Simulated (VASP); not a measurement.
# Al (P6_3/mmc) in VASP: further runs

Al is run at these levels: r2SCAN; tasks: single point.

Program: VASP 6.6.1. These are calculated values, not measurements. Logs are shortened: lines on timing, memory, paths and dates and some standing lists are left out, and cuts for length are marked.

### 1 The cell of the first run

Symmetry: P6_3/mmc, No. 194, hexagonal system. The conventional cell has a = 2.785 Å, b = 2.785 Å, c = 9.130 Å, α = 90.00°, β = 90.00°, γ = 120.00°. Al (site symmetry -3m) has 12 Al at 2.78 to 2.79 Å within 3.7 Å. Al (site symmetry -6m2) has 12 Al at 2.78 to 2.79 Å within 3.7 Å.

This isn't the form of Al at room conditions, which is fcc.

### 2 Single point, r2SCAN (15.33 Å³/atom)

Input file POSCAR:

```
Al
1.0
    2.7849040521      0.0000000000      0.0000000000
   -1.3924520260      2.4117976562      0.0000000000
    0.0000000000      0.0000000000      9.1295034670
Al
4
Direct
    1.0000000000      0.0000000000      0.0000000000
    1.0000000000      0.0000000000      0.5000000000
    0.3333333333      0.6666666667      0.2500000000
    0.6666666667      0.3333333333      0.7500000000
```

Input file INCAR.step1:

```
SYSTEM = Al
PREC = Accurate ; ENCUT = 520
ISMEAR = -1 ; SIGMA = 0.1
LREAL = .False. ; LASPH = .True.
NELM = 100 ; NBANDS = 14
GGA = PE ; ALGO = Normal
EDIFF = 1E-4 ; LWAVE = .True.
LCHARG = .False.
```

Input file INCAR.step2:

```
SYSTEM = Al
PREC = Accurate ; ENCUT = 520
EDIFF = 1E-6 ; ISMEAR = -1
SIGMA = 0.1 ; LREAL = .False.
LASPH = .True. ; NELM = 100
ALGO = Normal ; ISIF = 2
LWAVE = .False. ; LCHARG = .True.
METAGGA = R2SCAN ; LMIXTAU = .True.
LELF = .True. ; LVHAR = .True.
NBANDS = 14 ; ISTART = 1
```

Input file KPOINTS:

```
Automatic mesh
0
Gamma
  14 14 4
  0 0 0
```

Potentials or basis: VASP PAW PBE potentials, release 64 (Al).

On the command line:

```
> cat potpaw_PBE.64/Al/POTCAR > POTCAR
> cp INCAR.step1 INCAR
> mpirun -np 1 vasp_std > vasp.out
> cp INCAR.step2 INCAR
> mpirun -np 1 vasp_std > vasp.out
```

OUTCAR:

```text
SYSTEM = Al
   PREC = Accurate
   ENCUT = 520
   EDIFF = 1E-6
   ISMEAR = -1
   LREAL = .False.
   LASPH = .True.
   NELM = 100
   ISIF = 2
   METAGGA = R2SCAN
   ISTART = 1

 ion  position               nearest neighbor table
   1  0.000  0.000  0.000-   3 2.79   4 2.79   3 2.79   4 2.79   4 2.79   3 2.79
   2  0.000  0.000  0.500-   3 2.79   4 2.79   3 2.79   4 2.79   4 2.79   3 2.79
   3  0.333  0.667  0.250-   1 2.79   2 2.79   1 2.79   2 2.79   1 2.79   2 2.79
   4  0.667  0.333  0.750-   1 2.79   2 2.79   1 2.79   2 2.79   1 2.79   2 2.79

  LATTYP: Found a hexagonal cell.
 ALAT       =     2.7849040521
 C/A-ratio  =     3.2782111327

  Lattice vectors:

 A1 = (   2.7849040521,   0.0000000000,   0.0000000000)
 A2 = (  -1.3924520260,   2.4117976562,   0.0000000000)
 A3 = (   0.0000000000,   0.0000000000,   9.1295034670)

Analysis of symmetry for initial positions (statically):
=====================================================================
 Subroutine PRICEL returns:
 Original cell was already a primitive cell.

 Routine SETGRP: Setting up the symmetry group for a
 hexagonal supercell.

 Subroutine GETGRP returns: Found 24 space group operations
 (whereof 12 operations were pure point group operations)
 out of a pool of 24 trial point group operations.

The static configuration has the point symmetry D_3d.
 The point group associated with its full space group is D_6h.

Analysis of symmetry for dynamics (positions and initial velocities):
=====================================================================
 Subroutine PRICEL returns:
 Original cell was already a primitive cell.

 Routine SETGRP: Setting up the symmetry group for a
 hexagonal supercell.

 Subroutine GETGRP returns: Found 24 space group operations
 (whereof 12 operations were pure point group operations)
 out of a pool of 24 trial point group operations.

The dynamic configuration has the point symmetry D_3d.
 The point group associated with its full space group is D_6h.

 Subroutine INISYM returns: Found 24 space group operations
 (whereof 12 operations are pure point group operations),
 and found     1 'primitive' translations

----------------------------------------------------------------------------------------

                                     Primitive cell

  volume of cell :      61.3195

  direct lattice vectors                    reciprocal lattice vectors
     2.784904052  0.000000000  0.000000000     0.359078798  0.207314241  0.000000000
    -1.392452026  2.411797656  0.000000000     0.000000000  0.414628482  0.000000000
[... 98 lines left out ...]
   TEBEG  =    0.0;   TEEND  =   0.0 temperature during run
   PSTRESS=    0.0 pullay stress
   NELECT =      12.0000    total number of electrons
   NUPDOWN=      -1.0000    fix difference up-down
   EMIN   =  10.00;   EMAX   =-10.00  energy-range for DOS
   EFERMI =   0.00;   METHOD = LEGACY
   ISMEAR =    -1;   SIGMA  =   0.10  broadening in eV -4-tet -1-fermi 0-gaus
   EFERMI_NEDOS =   21; number of points for ismear=-14 and -15
   IALGO  =     38    algorithm
   IMIX   =      4    mixing-type and parameters
     AMIX     =   0.40;   BMIX     =  1.00
     AMIX_MAG =   1.60;   BMIX_MAG =  1.00
  volume/ion in A,a.u.               =      15.33       103.45
  Fermi-wavevector in a.u.,A,eV,Ry     =   0.950464  1.796117 12.291264  0.903382
  Thomas-Fermi vector in A             =   2.078844
   LORBIT       =      0    0 simple, 1 ext, 2 COOP (PROOUT), +10 PAW based schemes
   METAGGA = R2SCAN    functional components
   LHFCALC =     F    Hartree Fock is set to
   AEXX    =    0.0000 exact exchange contribution
   IVDW    =     0    specifies the selected vdW correction
   LEPSILON=     F    determine dielectric tensor
   LRPA    =     F    only Hartree local field effects (RPA)
 non-spin polarized calculation
  energy-cutoff  :      520.00
  volume of cell :       61.32
 maximum number of plane-waves:      1672
 NGX is ok and might be reduce to    24
   NGX = 11   NGY = 11   NGZ = 33

 number of electron      12.0000000 magnetization

 Free energy of the ion-electron system (eV)
  ---------------------------------------------------
  ext. energy  EPLUGINS =         0.00000000
  ---------------------------------------------------
  free energy    TOTEN  =       -26.88479713 eV

  energy without entropy =      -26.83939010  energy(sigma->0) =      -26.86209361

 E-fermi :   8.8098     XC(G=0): -11.1855

 val. band max:        8.7933939431   @ k =   0.2857   0.0714   0.0000
 cond. band min:       8.8121947220   @ k =   0.2857   0.2143   0.0000
 fundamental gap:      0.0188007789
 Fermi energy:         8.8097980056

 k-point     1 :       0.0000    0.0000    0.0000
  band No.  band energies     occupation
      1      -3.5694      2.00000
      2      -1.6984      2.00000
      3      -1.6964      2.00000
      4       3.4736      2.00000
      5       4.1177      2.00000
      6      12.5442      0.00000
      7      12.5471      0.00000
      8      20.8650      0.00000
      9      20.8650      0.00000
     10      20.9046      0.00000
     11      20.9046      0.00000
     12      21.8562      0.00000
     13      21.8564      0.00000
     14      21.9408      0.00000
[... 377 lines left out ...]
      1       4.5488      2.00000
      2       4.5557      2.00000
      3       5.8164      2.00000
      4       5.8952      2.00000
      5       6.2740      2.00000
      6       6.5974      2.00000
      7       6.8950      2.00000
      8       8.2802      1.99003
      9       8.6126      1.75566
     10      11.0787      0.00000
     11      11.6204      0.00000
     12      12.3759      0.00000
     13      12.8763      0.00000
     14      13.2211      0.00000

 [... further k-points ...]
[... 5 lines left out ...]
  --------------------------------------------------------------------------------------
  -------------------------------------------------------------------------------------
  Total        1.3022194      1.3022194      1.6665116      0.0000000      0.0000000      0.0000000
  in kB       34.0248710     34.0248710     43.5432313      0.0000000      0.0000000      0.0000000
  external PRESSURE =      37.1976578 kB  Pullay stress =       0.0000000 kB

 VOLUME and BASIS-vectors are now :
 -----------------------------------------------------------------------------
  energy-cutoff  :      520.00
  volume of cell :       61.32
      direct lattice vectors                 reciprocal lattice vectors
     2.784904052  0.000000000  0.000000000     0.359078798  0.207314241  0.000000000
    -1.392452026  2.411797656  0.000000000     0.000000000  0.414628482  0.000000000
     0.000000000  0.000000000  9.129503467     0.000000000  0.000000000  0.109534982

 POSITION                                       TOTAL-FORCE (eV/Angst)
 -----------------------------------------------------------------------------------
      0.00000      0.00000      0.00000        -0.000000      0.000000     -0.000000
      0.00000      0.00000      4.56475        -0.000000      0.000000     -0.000000
     -0.00000      1.60787      2.28238        -0.000000     -0.000000      0.000000
      1.39245      0.80393      6.84713         0.000000      0.000000     -0.000000
 -----------------------------------------------------------------------------------
    total drift:                               -0.000000      0.000000      0.000000

  FREE ENERGIE OF THE ION-ELECTRON SYSTEM (eV)
  ---------------------------------------------------
  free  energy   TOTEN  =       -26.8847971256 eV

  energy  without entropy=      -26.8393900984  energy(sigma->0) =      -26.86209361
```

OSZICAR.step1:

```text
N       E                     dE             d eps       ncg     rms          rms(c)
DAV:   1     0.711037013532E+01    0.71104E+01   -0.42023E+03  2016   0.660E+02
DAV:   2    -0.142405706983E+02   -0.21351E+02   -0.19598E+02  2624   0.922E+01
DAV:   3    -0.149496839192E+02   -0.70911E+00   -0.69982E+00  2706   0.135E+01
DAV:   4    -0.149543473058E+02   -0.46634E-02   -0.46628E-02  2420   0.138E+00
DAV:   5    -0.149544000487E+02   -0.52743E-04   -0.52743E-04  2646   0.151E-01    0.285E+00
DAV:   6    -0.148963631238E+02    0.58037E-01   -0.51024E-03  2350   0.407E-01    0.166E+00
DAV:   7    -0.148551095094E+02    0.41254E-01   -0.13255E-02  2208   0.612E-01    0.230E-01
DAV:   8    -0.148546570512E+02    0.45246E-03   -0.25808E-04  2786   0.855E-02    0.485E-02
DAV:   9    -0.148546374571E+02    0.19594E-04   -0.20375E-05  1370   0.216E-02
   1 F= -.14854637E+02 E0= -.14829615E+02  d E =-.500443E-01
```

It took 2.6 min on 1 thread of AMD EPYC 9R45 (Zen 5), shared host; peak memory 0.18 GiB.

Results:

- Free energy: -26.8848 eV
- Pressure: 3.7 GPa
- Band gap on the k mesh: zero (bands 6 and 7 overlap by 6.08 eV)

Stress tensor (GPa, compression positive):
```
3.40 0.00 0.00
0.00 3.40 0.00
0.00 0.00 4.35
```

Levels at points of the mesh, in eV from the Fermi level:
| k point | band 3 | band 4 | band 5 | band 6 | band 7 | band 8 | band 9 | band 10 |
| --- | --- | --- | --- | --- | --- | --- | --- | --- |
| (0.00, 0.00, 0.00) | -10.51 | -5.34 | -4.69 | 3.73 | 3.74 | 12.06 | 12.06 | 12.09 |
| (0.50, 0.00, 0.00) | -4.44 | -4.41 | -3.53 | -3.51 | 0.79 | 1.17 | 1.60 | 1.97 |
| (0.00, 0.00, 0.50) | -8.20 | -8.20 | -1.01 | -1.01 | 9.08 | 9.08 | 12.36 | 12.36 |
| (0.50, 0.00, 0.50) | -5.28 | -5.28 | -2.05 | -2.05 | -1.31 | -1.31 | 5.01 | 5.01 |

Caveat: the cell stands under pressure; the PAW data sets were made with another functional, which shifts forces and pressure a little.

### 3 Single point, r2SCAN (15.97 Å³/atom)

This run uses another cell than the first one, of 15.97 Å³/atom.

Input file POSCAR:

```
Al
1.0
    2.8230581638      0.0000000000      0.0000000000
   -1.4115290819      2.4448400862      0.0000000000
    0.0000000000      0.0000000000      9.2545807009
Al
4
Direct
    1.0000000000      0.0000000000      0.0000000000
    1.0000000000      0.0000000000      0.5000000000
    0.3333333333      0.6666666667      0.2500000000
    0.6666666667      0.3333333333      0.7500000000
```

Input file INCAR.step1:

```
ALGO = Normal ; EDIFF = 1E-4
ENCUT = 520 ; GGA = PE
ISMEAR = -1 ; LASPH = T
LCHARG = F ; LREAL = F
LWAVE = T ; NBANDS = 14
NELM = 100 ; PREC = Accurate
SIGMA = 0.1
```

Input file INCAR.step2:

```
ALGO = Normal ; EDIFF = 1E-6
ENCUT = 520 ; ISIF = 2
ISMEAR = -1 ; ISTART = 1
LASPH = T ; LCHARG = F
LMIXTAU = T ; LREAL = F
LWAVE = F ; METAGGA = R2SCAN
NBANDS = 14 ; NELM = 100
PREC = Accurate ; SIGMA = 0.1
```

Input file KPOINTS:

```
k-points
0
Gamma
  14 14 4
```

Potentials or basis: VASP PAW PBE potentials, release 64 (Al).

On the command line:

```
> cat potpaw_PBE.64/Al/POTCAR > POTCAR
> cp INCAR.step1 INCAR
> mpirun -np 1 vasp_std > vasp.out
> cp INCAR.step2 INCAR
> mpirun -np 1 vasp_std > vasp.out
```

It took 2.5 min on 1 thread of AMD EPYC 9R45 (Zen 5), shared host; peak memory 0.18 GiB.

The run converged. Its results:

| Quantity | Value |
| --- | --- |
| Free energy | -26.9102 eV |
| Pressure | -0.3 GPa |
| Band gap on the k mesh | zero (bands 6 and 7 overlap by 5.99 eV) |

Stress tensor (GPa, compression positive):
```
-0.65  0.00  0.00
 0.00 -0.65  0.00
 0.00  0.00  0.34
```

Levels at points of the mesh, in eV from the Fermi level:
```
           k point  band 2  band 3  band 4  band 5  band 6  band 7  band 8  band 9  band 10  band 11
(0.00, 0.00, 0.00)  -10.26  -10.26   -5.17   -4.64    3.65    3.65   11.72   11.72    11.82    11.82
(0.50, 0.00, 0.00)   -5.67   -4.30   -4.30   -3.48   -3.46    0.80    1.21    1.51     1.88     6.21
(0.00, 0.00, 0.50)  -11.63   -8.01   -8.01   -0.99   -0.99    8.88    8.88   12.07    12.07    12.07
(0.50, 0.00, 0.50)   -5.31   -5.18   -5.18   -2.01   -2.01   -1.29   -1.29    4.94     4.94     4.98
```

Caveat: the PAW data sets were made with another functional, which shifts forces and pressure a little.

### 4 Single point, r2SCAN (16.61 Å³/atom)

This run uses another cell than the first one, of 16.61 Å³/atom.

Input file POSCAR:

```
Al
1.0
    2.8602079262      0.0000000000      0.0000000000
   -1.4301039631      2.4770127242      0.0000000000
    0.0000000000      0.0000000000      9.3763654655
Al
4
Direct
    1.0000000000      0.0000000000      0.0000000000
    1.0000000000      0.0000000000      0.5000000000
    0.3333333333      0.6666666667      0.2500000000
    0.6666666667      0.3333333333      0.7500000000
```

Input file INCAR.step1:

```
SYSTEM = Al
PREC = Accurate
ENCUT = 520
ISMEAR = -1
SIGMA = 0.1
LREAL = .FALSE.
LASPH = .TRUE.
NELM = 100
NBANDS = 14
GGA = PE
ALGO = Normal
EDIFF = 1E-4
LWAVE = .TRUE.
LCHARG = .FALSE.
```

Input file INCAR.step2:

```
SYSTEM = Al
PREC = Accurate
ENCUT = 520
EDIFF = 1E-6
ISMEAR = -1
SIGMA = 0.1
LREAL = .FALSE.
LASPH = .TRUE.
NELM = 100
ALGO = Normal
ISIF = 2
LWAVE = .FALSE.
LCHARG = .TRUE.
METAGGA = R2SCAN
LMIXTAU = .TRUE.
LELF = .TRUE.
LVHAR = .TRUE.
NBANDS = 14
ISTART = 1
```

Input file KPOINTS:

```
regular mesh
0
G
  14 14 4
  0 0 0
```

Potentials or basis: VASP PAW PBE potentials, release 64 (Al).

On the command line:

```
> cat potpaw_PBE.64/Al/POTCAR > POTCAR
> cp INCAR.step1 INCAR
> mpirun -np 1 vasp_std > vasp.out
> cp INCAR.step2 INCAR
> mpirun -np 1 vasp_std > vasp.out
```

OUTCAR:

```text
SYSTEM = Al
   PREC = Accurate
   ENCUT = 520
   EDIFF = 1E-6
   ISMEAR = -1
   LREAL = .FALSE.
   LASPH = .TRUE.
   NELM = 100
   ISIF = 2
   METAGGA = R2SCAN
   ISTART = 1

 ion  position               nearest neighbor table
   1  0.000  0.000  0.000-   3 2.87   4 2.87   4 2.87   3 2.87   4 2.87   3 2.87
   2  0.000  0.000  0.500-   3 2.87   4 2.87   4 2.87   3 2.87   4 2.87   3 2.87
   3  0.333  0.667  0.250-   1 2.87   2 2.87   1 2.87   2 2.87   1 2.87   2 2.87
   4  0.667  0.333  0.750-   1 2.87   2 2.87   1 2.87   2 2.87   1 2.87   2 2.87
[... 604 lines left out ...]
     14      12.2860      0.00000

 [... further k-points ...]
[... 5 lines left out ...]
  --------------------------------------------------------------------------------------
  -------------------------------------------------------------------------------------
  Total       -1.6215309     -1.6215309     -1.2029373      0.0000000      0.0000000      0.0000000
  in kB      -39.1088847    -39.1088847    -29.0130372      0.0000000      0.0000000      0.0000000
  external PRESSURE =     -35.7436022 kB  Pullay stress =       0.0000000 kB

 VOLUME and BASIS-vectors are now :
 -----------------------------------------------------------------------------
  energy-cutoff  :      520.00
  volume of cell :       66.43
      direct lattice vectors                 reciprocal lattice vectors
     2.860207926  0.000000000  0.000000000     0.349624931  0.201856048  0.000000000
    -1.430103963  2.477012724  0.000000000     0.000000000  0.403712097  0.000000000
     0.000000000  0.000000000  9.376365465     0.000000000  0.000000000  0.106651133

 POSITION                                       TOTAL-FORCE (eV/Angst)
 -----------------------------------------------------------------------------------
      0.00000      0.00000      0.00000         0.000000      0.000000     -0.000000
      0.00000      0.00000      4.68818         0.000000      0.000000     -0.000000
     -0.00000      1.65134      2.34409        -0.000000     -0.000000      0.000000
      1.43010      0.82567      7.03227        -0.000000      0.000000     -0.000000
 -----------------------------------------------------------------------------------
    total drift:                               -0.000000      0.000000      0.000000

  FREE ENERGIE OF THE ION-ELECTRON SYSTEM (eV)
  ---------------------------------------------------
  free  energy   TOTEN  =       -26.8777820875 eV

  energy  without entropy=      -26.8280640141  energy(sigma->0) =      -26.85292305
```

OUTCAR.step1:

```text
SYSTEM = Al
   PREC = Accurate
   ENCUT = 520
   ISMEAR = -1
   LREAL = .FALSE.
   LASPH = .TRUE.
   NELM = 100
[... 638 lines left out ...]
      0.00000      0.00000      4.68818        -0.000000     -0.000000      0.000000
     -0.00000      1.65134      2.34409        -0.000000      0.000000     -0.000000
      1.43010      0.82567      7.03227         0.000000      0.000000      0.000000
 -----------------------------------------------------------------------------------
    total drift:                               -0.000000      0.000000      0.000000

  FREE ENERGIE OF THE ION-ELECTRON SYSTEM (eV)
  ---------------------------------------------------
  free  energy   TOTEN  =       -14.9530819891 eV

  energy  without entropy=      -14.8977129950  energy(sigma->0) =      -14.92539749
```

Run time: 2.5 min. Hardware: 1 thread of AMD EPYC 9R45 (Zen 5), shared host; peak memory 0.18 GiB.

What came out:

```yaml
Free_energy: -26.8778 eV
Pressure: -3.6 GPa
Band_gap_on_the_k_mesh: zero (bands 6 and 7 overlap by 5.91 eV)
```

Caveat: the cell stands under tension; the PAW data sets were made with another functional, which shifts forces and pressure a little.

### 5 Single point, r2SCAN (17.25 Å³/atom)

This run uses another cell than the first one, of 17.25 Å³/atom.

Input file POSCAR:

```
Al
1.0
    2.8964169337      0.0000000000      0.0000000000
   -1.4482084669      2.5083706446      0.0000000000
    0.0000000000      0.0000000000      9.4950662371
Al
4
Direct
    1.0000000000      0.0000000000      0.0000000000
    1.0000000000      0.0000000000      0.5000000000
    0.3333333333      0.6666666667      0.2500000000
    0.6666666667      0.3333333333      0.7500000000
```

Input file INCAR.step1:

```
SYSTEM = Al
ALGO = Normal ; EDIFF = 1E-4
ENCUT = 520 ; GGA = PE
ISMEAR = -1 ; LASPH = .True.
LCHARG = .False. ; LREAL = .False.
LWAVE = .True. ; NBANDS = 14
NELM = 80 ; PREC = Accurate
SIGMA = 0.1
```

Input file INCAR.step2:

```
SYSTEM = Al
ALGO = Normal ; EDIFF = 1E-6
ENCUT = 520 ; ISIF = 2
ISMEAR = -1 ; ISTART = 1
LASPH = .True. ; LCHARG = .False.
LMIXTAU = .True. ; LREAL = .False.
LWAVE = .False. ; METAGGA = R2SCAN
NBANDS = 14 ; NELM = 80
PREC = Accurate ; SIGMA = 0.1
```

Input file KPOINTS:

```
k-points
0
Gamma
  14 14 4
  0 0 0
```

On the command line:

```
> cat potpaw_PBE.64/Al/POTCAR > POTCAR
> cp INCAR.step1 INCAR
> mpirun -np 1 vasp_std > vasp.out
> cp INCAR.step2 INCAR
> mpirun -np 1 vasp_std > vasp.out
```

Wall time 2.6 min (1 thread of AMD EPYC 9R45 (Zen 5), shared host); peak memory 0.19 GiB.

It converged, with:

| Item | Value |
| --- | --- |
| Free energy | -26.7989 eV |
| Pressure | -6.2 GPa |
| Band gap on the k mesh | zero (bands 6 and 7 overlap by 5.83 eV) |

Stress tensor (GPa, compression positive):
```
-6.51  0.00  0.00
 0.00 -6.51  0.00
 0.00  0.00 -5.50
```

Levels at points of the mesh, in eV from the Fermi level:
| k point | band 4 | band 5 | band 6 | band 7 | band 8 | band 9 |
| --- | --- | --- | --- | --- | --- | --- |
| (0.00, 0.00, 0.00) | -4.85 | -4.54 | 3.49 | 3.49 | 11.10 | 11.10 |
| (0.50, 0.00, 0.00) | -4.04 | -3.42 | -3.35 | 0.82 | 1.29 | 1.34 |
| (0.00, 0.00, 0.50) | -7.66 | -0.96 | -0.96 | 8.51 | 8.51 | 11.43 |
| (0.50, 0.00, 0.50) | -4.97 | -1.93 | -1.93 | -1.25 | -1.25 | 4.68 |

Caveat: the cell stands under tension; the PAW data sets were made with another functional, which shifts forces and pressure a little.

(Continued in part 2 of 2.)

The gap in the log of VASP goes by the Fermi energy; the results here count the filled bands.